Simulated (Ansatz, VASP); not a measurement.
**ZrGa3: VASP beside Ansatz**

The input INCAR:

```
SYSTEM = ZrGa3
ALGO     = Normal         ! electronic algorithm
EDIFF    = 1E-8           ! SCF threshold, eV
ENCUT    = 520            ! plane-wave cutoff, eV
ISIF     = 2              ! what is computed and relaxed
ISMEAR   = -1             ! smearing method
LASPH    = .TRUE.         ! aspherical terms in the spheres
LCHARG   = .FALSE.        ! write CHGCAR
LEFG     = .TRUE.       
LREAL    = .FALSE.        ! projectors in reciprocal space
LWAVE    = .FALSE.        ! write WAVECAR
NBANDS   = 34             ! bands
NELM     = 100            ! most SCF steps
PREC     = Accurate       ! precision mode
SIGMA    = 0.03           ! smearing width, eV
```

File KPOINTS:

```
k-points
0
G
  12 12 12
  0 0 0
```

File POSCAR:

```
ZrGa3
1.0
   -1.9721740951      1.9721740951      4.3352071711
    1.9721740951     -1.9721740951      4.3352071711
    1.9721740951      1.9721740951     -4.3352071711
Zr Ga
1 3
Direct
    0.0000000000      0.0000000000      0.0000000000
    0.5000000000      0.5000000000      0.0000000000
    0.7500000000      0.2500000000      0.5000000000
    0.2500000000      0.7500000000      0.5000000000
```

Input for Ansatz:

```yaml
crystal:
  lattice:
    - [-1.9721740951, 1.9721740951, 4.3352071711]
    - [1.9721740951, -1.9721740951, 4.3352071711]
    - [1.9721740951, 1.9721740951, -4.3352071711]
  atoms:
    - { symbol: Zr, position: [0.0, 0.0, 0.0] }
    - { symbol: Ga, position: [0.5, 0.5, 0.0] }
    - { symbol: Ga, position: [0.75, 0.25, 0.5] }
    - { symbol: Ga, position: [0.25, 0.75, 0.5] }
kpoints:
  mp_grid: { grid: [12, 12, 12] }
scf:
  occupations: { method: fermi_dirac, width: 0.03 }
hamiltonian:
  xc: lda
  pseudopotentials: { kind: all_electron, datasets: crystal }
output:
  forces: true
  stress: true
  eigenvalues: true
  efg: { contact_densities: true }
```

Change from the starting cell: volume scaled by 0.98, crystal datasets.

Alike in both runs: task electric field gradients; functional LDA; k mesh 12 × 12 × 12; occupations fermi-dirac, width 0.03 eV; no spin polarisation.

|  | VASP | Ansatz |
| --- | --- | --- |
| version | VASP 6.6.1 | Ansatz 0.2.0 |
| potentials or method | VASP PAW LDA potentials, release 64 (Zr_sv, Ga_d), cutoff 520 eV | all-electron PAW with datasets made for the crystal, scalar-relativistic |

Ansatz gave:

| Property | Result |
| --- | --- |
| pressure (GPa) | -3.4 |
| traceless stress, the component that is largest in VASP (GPa) | 6.56 |
| size of Vzz on the site where it differs most (V/Å²) | 99.5 |

Task: Which values does VASP return?

Result: Pressure (GPa): -3.1; traceless stress, the component that is largest in VASP (GPa): 6.55; size of Vzz on the site where it differs most (V/Å²): 97.5.

LDA's correlation is that of Perdew and Zunger in VASP and of Perdew and Wang (1992) in Ansatz. Ansatz ran all-electron here, and VASP with PAW potentials.
